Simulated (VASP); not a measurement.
Wanted: the native input for a VASP 6.6.1 run.

```
Task                   : single point
Functional             : PBE
Potentials or basis    : VASP PAW PBE potentials, release 64 (C)
Cutoff                 : 520 eV
k mesh                 : 12 × 12 × 12
Occupations            : gaussian, width 0.02 eV
Spin                   : no spin polarisation
Dipole correction      : no
Further INCAR settings : ALGO = Normal; EDIFF = 1e-06; NBANDS = 11
```

The structure of C lies in POSCAR:

```
C
1.0
    0.0000000000      1.7857368639      1.7857368639
    1.7857368639      0.0000000000      1.7857368639
    1.7857368639      1.7857368639      0.0000000000
C
2
Direct
    0.0000000000      0.0000000000      0.0000000000
    0.2500000000      0.2500000000      0.2500000000
```

The input as run:

INCAR

```
PREC = Accurate
ENCUT = 520
EDIFF = 1E-6
ISMEAR = 0
SIGMA = 0.02
LREAL = False
LASPH = True
NELM = 100
ALGO = Normal
ISIF = 2
LWAVE = False
LCHARG = False
GGA = PE
NBANDS = 11
```

KPOINTS

```
Automatic mesh
0
Gamma
  12 12 12
```

Potentials or basis: VASP PAW PBE potentials, release 64 (C).

Launch:

```sh
$ cat potpaw_PBE.64/C/POTCAR > POTCAR
$ mpirun -np 1 vasp_std > vasp.out
```

Results of the run:

```
Pressure               : 0.7 GPa
Band gap on the k mesh : 4.14 eV, indirect (least direct gap 5.58 eV)
```

It took 5.6 s on 1 thread of Intel(R) Xeon(R) Platinum 8559C (Emerald Rapids), with other jobs on the host, peak memory 0.12 GiB.
